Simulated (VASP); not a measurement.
Runs of VASP 6.6.1 on ZrC. The structure is that of space group Fmm2 (No. 42), or close to it. The cells are those of the table. 

```tsv
cell	gap on the mesh (eV)	pressure (GPa)	largest force (eV/Å)
a = 3.229, b = 3.229, c = 3.397 Å, angles 58.3, 58.3, 63.5°, 2 atoms	none	9.0	0.95
a = 3.344, b = 3.344, c = 3.167 Å, angles 61.7, 61.7, 56.5°, 2 atoms	none	(a)	2.55
a = 3.246, b = 3.246, c = 3.359 Å, angles 58.8, 58.8, 62.3°, 2 atoms	none	4.4	(c)
a = 3.263, b = 3.263, c = 3.320 Å, angles 59.4, 59.4, 61.2°, 2 atoms	none	2.6	0.88
a = 3.322, b = 3.322, c = 3.205 Å, angles 61.2, 61.2, 57.7°, 2 atoms	none	(b)	1.40
```

Alike in all rows: task single point; level LDA; potentials or basis VASP PAW LDA potentials, release 64 (Zr_sv, C); no spin polarisation; k mesh 16 × 16 × 16; cutoff (eV) 520; smearing gaussian 0.15 eV.

Fill in the values left out.

(a) 10.8; (b) 5.0; (c) 0.73.

Caveats: forces of over 1 eV/Å act on the atoms, so gaps and moduli don't describe the material at rest (some runs).

A k mesh can miss the band edges, and the runs leave out spin-orbit coupling on Zr.

A gap of «none» marks levels without a gap at the run's occupations.
